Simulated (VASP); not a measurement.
Crystal: InO5.

```
CELL_PARAMETERS angstrom
4.66837 0.00000 0.00000
-2.33419 4.04293 0.00000
0.00000 0.00000 3.89191
ATOMIC_POSITIONS crystal
In 0.00000 0.00000 0.00000
O 0.50000 0.00000 0.50000
O 0.50000 0.50000 0.50000
O 0.00000 0.50000 0.50000
O 0.33333 0.66667 0.00000
O 0.66667 0.33333 0.00000
```

The cell was generated, and may not be a known phase.

```yaml
Program: VASP 6.6.1
Task: relaxation of cell and atoms
Functional: PBE
Potentials_or_basis: VASP PAW PBE potentials, release 64 (In_d, O)
Cutoff: 600 eV
k_mesh: 6 × 6 × 4
Occupations: gaussian, width 0.1 eV
Spin: collinear spin, ferromagnetic start
Starting_moments: "[0.0, 1.0, 1.0, 1.0, 1.0, 1.0] μB"
```

At the start: pressure -14.5 GPa; volume 12.24 Å³/atom.

Q: Where does the relaxation end?

A: Over 15 steps the energy falls by 572.1 meV/atom and the volume is 10.72 Å³/atom (-12.5 %); space group P6/mmm (No. 191, to 0.1 Å) before and after; moment 0.02 μB per cell.

Step by step:
```
step  energy change (eV)  largest force (eV/Å)  pressure (GPa)  volume (Å³)
   1              0.0000                0.0000          -14.48        73.46
   2             -1.1538                0.0000           -3.31        62.20
   3             -1.3408                0.0000            6.98        57.50
   4             -2.1844                0.0000           12.78        56.81
   5             -1.1572                0.0000           62.90        52.03
   6             -2.2551                0.0000           15.11        55.86
   7             -2.5658                0.0000           30.63        54.18
   8             -2.8170                0.0000           27.32        55.90
   9             -2.9163                0.0000           23.93        58.10
  10             -3.2385                0.0000           13.46        60.42
  11             -3.4264                0.0000            1.58        63.83
  12             -3.4307                0.0000           -0.13        64.42
  13             -3.4307                0.0000           -0.50        64.55
  14             -3.4314                0.0000           -0.42        64.49
  15             -3.4325                0.0000           -0.20        64.31
```

Final structure:
```
In O
1.0
     3.77592    0.00000    0.00000
    -1.88796    3.27004    0.00000
     0.00000    0.00000    5.20837
In O
1 5
Direct
  0.00000 0.00000 0.00000
  0.50000 0.00000 0.50000
  0.50000 0.50000 0.50000
  0.00000 0.50000 0.50000
  0.33333 0.66667 0.00000
  0.66667 0.33333 0.00000
```

Caveat: the k points lie up to 0.32 Å⁻¹ apart in the final cell; a cell axis changed by over 15 % at a fixed basis, so the end point is rough.
